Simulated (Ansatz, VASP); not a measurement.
One calculation of InGaTe3, two programs

```xyz
5
Lattice="5.7342 0.0000 0.0000 0.0000 5.7342 0.0000 0.0000 0.0000 5.7342" Properties=species:S:1:pos:R:3 pbc="T T T"
In    0.0000    0.0000    0.0000
Ga    2.8671    2.8671    2.8671
Te    2.8671    0.0000    0.0000
Te    0.0000    2.8671    0.0000
Te    0.0000    0.0000    2.8671
```

Alike in both runs: functional PBE; k mesh 8 × 8 × 8; occupations gaussian, width 0.1 eV; no spin polarisation.

Ansatz relaxed the structure, and its values are those at the end. VASP's run is a single point on that final structure, the one shown.

|  | VASP | Ansatz |
| --- | --- | --- |
| version | VASP 6.6.1 | Ansatz 0.2.0 |
| potentials or method | VASP PAW PBE potentials, release 64 (In_d, Ga_d, Te), cutoff 520 eV | scalar-relativistic, plane waves, PAW |
| valence electrons in the cell | 44 | 74 |

VASP gave:

```
gap on the k mesh at the Fermi level (eV) : none
pressure (GPa)                            : -0.1
```

Task: Which values does Ansatz return?

Result: gap on the k mesh at the Fermi level (eV): none; pressure (GPa): 0.0.

A gap of «none» marks a metal or a gap that the smearing closes. With one functional, cell and mesh, what is left measures potentials, basis and numerics. VASP's potentials hold 44 valence electrons a cell and Ansatz's 74, so a difference there can come from the potentials and not from the codes.

Neither program's run includes spin-orbit coupling.
